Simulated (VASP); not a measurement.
# SnSe (Fm-3m) in VASP: a series of runs, part 3 of 3

VASP 6.6.1.

## 4. Single point, PBE

Input file INCAR:

```
SYSTEM = SnSe
ALGO = Normal
EDIFF = 1E-6
ENCUT = 520
GGA = PE
ISIF = 2
ISMEAR = -1
LASPH = .True.
LCHARG = .False.
LREAL = .False.
LWAVE = .False.
NBANDS = 17
NELM = 100
PREC = Accurate
SIGMA = 0.02
```

Input file KPOINTS:

```
k-points
0
Gamma
  9 9 9
  0 0 0
```

Input file POSCAR:

```
SnSe
1.0
    0.0000000000      3.0100000000      3.0100000000
    3.0100000000      0.0000000000      3.0100000000
    3.0100000000      3.0100000000      0.0000000000
Sn Se
1 1
Direct
    0.0000000000      0.0000000000      0.0000000000
    0.5000000000      0.5000000000      0.5000000000
```

Potentials or basis: VASP PAW PBE potentials, release 64 (Sn_d, Se).

The run is started by

```sh
$ cat potpaw_PBE.64/Sn_d/POTCAR potpaw_PBE.64/Se/POTCAR > POTCAR
$ mpirun -np 1 vasp_std > vasp.out
```

OUTCAR:

```text
SYSTEM = SnSe
   EDIFF = 1E-6
   ENCUT = 520
   GGA = PE
   ISIF = 2
   ISMEAR = -1
   LASPH = .True.
   LREAL = .False.
   NELM = 100
   PREC = Accurate

 ion  position               nearest neighbor table
   1  0.000  0.000  0.000-   2 3.01   2 3.01   2 3.01   2 3.01   2 3.01   2 3.01
   2  0.500  0.500  0.500-   1 3.01   1 3.01   1 3.01   1 3.01   1 3.01   1 3.01

  LATTYP: Found a face centered cubic cell.
 ALAT       =     6.0200000000

  Lattice vectors:

 A1 = (   0.0000000000,   3.0100000000,   3.0100000000)
 A2 = (   3.0100000000,   0.0000000000,   3.0100000000)
 A3 = (   3.0100000000,   3.0100000000,   0.0000000000)

Analysis of symmetry for initial positions (statically):
=====================================================================
 Subroutine PRICEL returns:
 Original cell was already a primitive cell.

 Routine SETGRP: Setting up the symmetry group for a
 face centered cubic supercell.

 Subroutine GETGRP returns: Found 48 space group operations
 (whereof 48 operations were pure point group operations)
 out of a pool of 48 trial point group operations.

The static configuration has the point symmetry O_h .

Analysis of symmetry for dynamics (positions and initial velocities):
=====================================================================
 Subroutine PRICEL returns:
 Original cell was already a primitive cell.

 Routine SETGRP: Setting up the symmetry group for a
 face centered cubic supercell.

 Subroutine GETGRP returns: Found 48 space group operations
 (whereof 48 operations were pure point group operations)
 out of a pool of 48 trial point group operations.

The dynamic configuration has the point symmetry O_h .

 Subroutine INISYM returns: Found 48 space group operations
 (whereof 48 operations are pure point group operations),
 and found     1 'primitive' translations

----------------------------------------------------------------------------------------

                                     Primitive cell
[... 103 lines left out ...]
   NUPDOWN=      -1.0000    fix difference up-down
   EMIN   =  10.00;   EMAX   =-10.00  energy-range for DOS
   EFERMI =   0.00;   METHOD = LEGACY
   ISMEAR =    -1;   SIGMA  =   0.02  broadening in eV -4-tet -1-fermi 0-gaus
   EFERMI_NEDOS =   21; number of points for ismear=-14 and -15
   IALGO  =     38    algorithm
   IMIX   =      4    mixing-type and parameters
     AMIX     =   0.40;   BMIX     =  1.00
     AMIX_MAG =   1.60;   BMIX_MAG =  1.00
  volume/ion in A,a.u.               =      27.27       184.03
  Fermi-wavevector in a.u.,A,eV,Ry     =   1.171768  2.214321 18.681350  1.373040
  Thomas-Fermi vector in A             =   2.308207
   LORBIT       =      0    0 simple, 1 ext, 2 COOP (PROOUT), +10 PAW based schemes
   GGA     = PE    functional components
   LHFCALC =     F    Hartree Fock is set to
   AEXX    =    0.0000 exact exchange contribution
   IVDW    =     0    specifies the selected vdW correction
   LEPSILON=     F    determine dielectric tensor
   LRPA    =     F    only Hartree local field effects (RPA)
 non-spin polarized calculation
  energy-cutoff  :      520.00
  volume of cell :       54.54
 maximum number of plane-waves:      1484
   NGX = 15   NGY = 15   NGZ = 15

 number of electron      20.0000005 magnetization

 Free energy of the ion-electron system (eV)
  ---------------------------------------------------
  ext. energy  EPLUGINS =         0.00000000
  ---------------------------------------------------
  free energy    TOTEN  =        -8.21419185 eV

  energy without entropy =       -8.21419185  energy(sigma->0) =       -8.21419185

 E-fermi :   5.8285     XC(G=0):  -9.5975

 val. band max:        5.5142952029   @ k =  -0.3333   0.1111   0.0000
 cond. band min:       6.1416643616   @ k =  -0.3333   0.1111   0.0000
 fundamental gap:      0.6273691588
 Fermi energy:         5.8284530814

 k-point     1 :       0.0000    0.0000    0.0000
  band No.  band energies     occupation
      1     -16.0159      2.00000
      2     -16.0159      2.00000
      3     -16.0159      2.00000
      4     -16.0136      2.00000
      5     -16.0136      2.00000
      6      -8.2745      2.00000
[... 457 lines left out ...]
      4     -15.9989      2.00000
      5     -15.9989      2.00000
      6      -7.1113      2.00000
[... 9 lines left out ...]
     16      17.2572      0.00000
     17      18.1981      0.00000

 [... further k-points ...]
[... 5 lines left out ...]
  --------------------------------------------------------------------------------------
  -------------------------------------------------------------------------------------
  Total        0.3448724      0.3448724      0.3448724     -0.0000000      0.0000000     -0.0000000
  in kB       10.1307022     10.1307022     10.1307022     -0.0000000      0.0000000     -0.0000000
  external PRESSURE =      10.1307022 kB  Pullay stress =       0.0000000 kB

 VOLUME and BASIS-vectors are now :
 -----------------------------------------------------------------------------
  energy-cutoff  :      520.00
  volume of cell :       54.54
      direct lattice vectors                 reciprocal lattice vectors
     0.000000000  3.010000000  3.010000000    -0.166112957  0.166112957  0.166112957
     3.010000000  0.000000000  3.010000000     0.166112957 -0.166112957  0.166112957
     3.010000000  3.010000000  0.000000000     0.166112957  0.166112957 -0.166112957

 POSITION                                       TOTAL-FORCE (eV/Angst)
 -----------------------------------------------------------------------------------
      0.00000      0.00000      0.00000         0.000000      0.000000      0.000000
      3.01000      3.01000      3.01000        -0.000000     -0.000000      0.000000
 -----------------------------------------------------------------------------------
    total drift:                                0.000000     -0.000000     -0.000000

  FREE ENERGIE OF THE ION-ELECTRON SYSTEM (eV)
  ---------------------------------------------------
  free  energy   TOTEN  =        -8.2141918523 eV

  energy  without entropy=       -8.2141918453  energy(sigma->0) =       -8.21419185
```

It took 16 s on 1 thread of Intel Xeon 6975P-C (Granite Rapids), shared host; peak memory 0.18 GiB.

What came out:

| Quantity | Value |
| --- | --- |
| Free energy | -8.2142 eV |
| Pressure | 1.0 GPa |

Caveat: this odd mesh misses L, where the gap lies, so gap, dielectric constants and Born charges aren't listed; spin-orbit coupling is left out, which moves the levels of the heavy elements.

## 5. Single point, PBE

Input file INCAR:

```
PREC = Accurate
ENCUT = 520
EDIFF = 1E-7
ISMEAR = -1
SIGMA = 0.02
LREAL = False
LASPH = True
NELM = 100
ALGO = Normal
ISIF = 2
LWAVE = False
LCHARG = False
GGA = PE
NBANDS = 17
```

Input file KPOINTS:

```
regular mesh
0
Gamma
  9 9 9
```

POSCAR is that of step 4.

The run is started by

```sh
$ cat potpaw_PBE.64/Sn_d/POTCAR potpaw_PBE.64/Se/POTCAR > POTCAR
$ mpirun -np 1 vasp_std > vasp.out
```

Wall time 15 s (1 thread of Intel Xeon 6975P-C (Granite Rapids), shared host); peak memory 0.19 GiB.

Results (log left out):

```yaml
Free_energy: -8.2142 eV
Pressure: 1.0 GPa
```

Levels at points of the mesh, in eV from the Fermi level:
```csv
k point,band 6,band 7,band 8,band 9,band 10,band 11,band 12,band 13,band 14,band 15
"(0.00, 0.00, 0.00)",-14.10,-5.30,-2.43,-2.43,-2.43,4.08,4.08,4.08,5.63,5.63
```

Caveat: this odd mesh misses L, where the gap lies, so gap, dielectric constants and Born charges aren't listed; spin-orbit coupling is left out, which moves the levels of the heavy elements.

## 6. Single point, PBE (volume scaled by 0.94)

Input file INCAR:

```
PREC = Accurate
ENCUT = 520
EDIFF = 1E-6
ISMEAR = -1
SIGMA = 0.02
LREAL = F
LASPH = T
NELM = 80
ALGO = Normal
ISIF = 2
LWAVE = F
LCHARG = F
GGA = PE
NBANDS = 17
```

Input file KPOINTS:

```
Automatic mesh
0
Gamma
  9 9 9
```

Input file POSCAR:

```
SnSe
1.0
    0.0000000000      2.9485541872      2.9485541872
    2.9485541872      0.0000000000      2.9485541872
    2.9485541872      2.9485541872      0.0000000000
Sn Se
1 1
Direct
    0.0000000000      0.0000000000      0.0000000000
    0.5000000000      0.5000000000      0.5000000000
```

Potentials or basis: VASP PAW PBE potentials, release 64 (Sn_d, Se).

The run is started by

```sh
$ cat potpaw_PBE.64/Sn_d/POTCAR potpaw_PBE.64/Se/POTCAR > POTCAR
$ mpirun -np 1 vasp_std > vasp.out
```

It took 16 s on 1 thread of Intel Xeon Platinum 8375C at 2.90GHz (Ice Lake), shared host; peak memory 0.19 GiB.

The run converged. Its results:

| Quantity | Value |
| --- | --- |
| Free energy | -8.1562 eV |
| Pressure | 4.8 GPa |

Levels at points of the mesh, in eV from the Fermi level:
```
           k point  band 6  band 7  band 8  band 9  band 10  band 11  band 12  band 13  band 14  band 15
(0.00, 0.00, 0.00)  -14.60   -5.15   -2.66   -2.66    -2.66     4.26     4.26     4.26     5.49     5.49
```

Caveat: this odd mesh misses L, where the gap lies, so gap, dielectric constants and Born charges aren't listed; spin-orbit coupling is left out, which moves the levels of the heavy elements.

## 7. Overview

| level | potentials or basis | cell | pressure (GPa) |
| --- | --- | --- | --- |
| LDA | VASP PAW LDA potentials, release 64 (Sn_d, Se) | a = 4.257 Å, angles 60.0°, 2 atoms | -3.2 |
| PBEsol | VASP PAW PBE potentials, release 64 (Sn_d, Se) | a = 4.257 Å, angles 60.0°, 2 atoms | -1.8 |
| PBE | VASP PAW PBE potentials, release 64 (Sn_d, Se) | a = 4.257 Å, angles 60.0°, 2 atoms | 1.0 |
| PBE | VASP PAW PBE potentials, release 64 (Sn_d, Se) | a = 4.170 Å, angles 60.0°, 2 atoms | 4.8 |

Alike in all rows: task single point; no spin polarisation; k mesh 9 × 9 × 9; cutoff (eV) 520; smearing fermi-dirac 0.02 eV.

Caveats: spin-orbit coupling is left out, which moves the levels of the heavy elements; the PAW data sets were made with another functional, which shifts forces and pressure a little (some runs).

Absolute energies hang on the potentials; compare differences alone.
